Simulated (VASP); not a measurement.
BaP:

```
Ba P
1.0
     5.11299    0.00000    0.00000
    -2.55650    4.42798    0.00000
     0.00000    0.00000    5.05996
Ba P
2 2
Direct
  0.33333 0.66667 0.00000
  0.66667 0.33333 0.00000
  0.33333 0.66667 0.50000
  0.66667 0.33333 0.50000
```

The cell was built from a structure type or drawn by symmetry, and may not be a known phase.

| Quantity | Value |
| --- | --- |
| Program | VASP 6.6.1 |
| Task | relaxation of cell and atoms |
| Functional | PBE |
| Potentials or basis | VASP PAW PBE potentials, release 64 (Ba_sv, P) |
| Cutoff | 600 eV |
| k mesh | 6 × 6 × 4 |
| Occupations | gaussian, width 0.1 eV |
| Spin | no spin polarisation |

At the start: pressure 23.5 GPa; volume 28.64 Å³/atom.

Question: How do energy, volume and symmetry change on relaxing?

Answer: Over 10 steps the energy falls by 975.9 meV/atom and the volume is 42.89 Å³/atom (+49.8 %); space group P6/mmm (No. 191, to 0.1 Å) before and after.

The path:
```csv
step,energy change (eV),largest force (eV/Å),pressure (GPa),volume (Å³)
1,0.0000,0.0000,23.51,114.56
2,-2.7978,0.0000,-3.49,194.38
3,-3.8167,0.0000,0.91,157.16
4,-3.8159,0.0000,1.14,156.24
5,-3.8740,0.0000,0.65,161.69
6,-3.8989,0.0000,0.35,167.18
7,-3.9023,0.0000,0.25,169.84
8,-3.9024,0.0000,0.23,170.40
9,-3.9029,0.0000,-0.17,172.47
10,-3.9037,0.0000,0.01,171.56
```

Final structure:
```
CELL_PARAMETERS angstrom
5.65821 0.00000 0.00000
-2.82910 4.90015 0.00000
0.00000 0.00000 6.18764
ATOMIC_POSITIONS crystal
Ba 0.33333 0.66667 0.00000
Ba 0.66667 0.33333 0.00000
P 0.33333 0.66667 0.50000
P 0.66667 0.33333 0.50000
```

Caveat: the volume moved by over 15 % at a fixed basis, so the end points are rough.
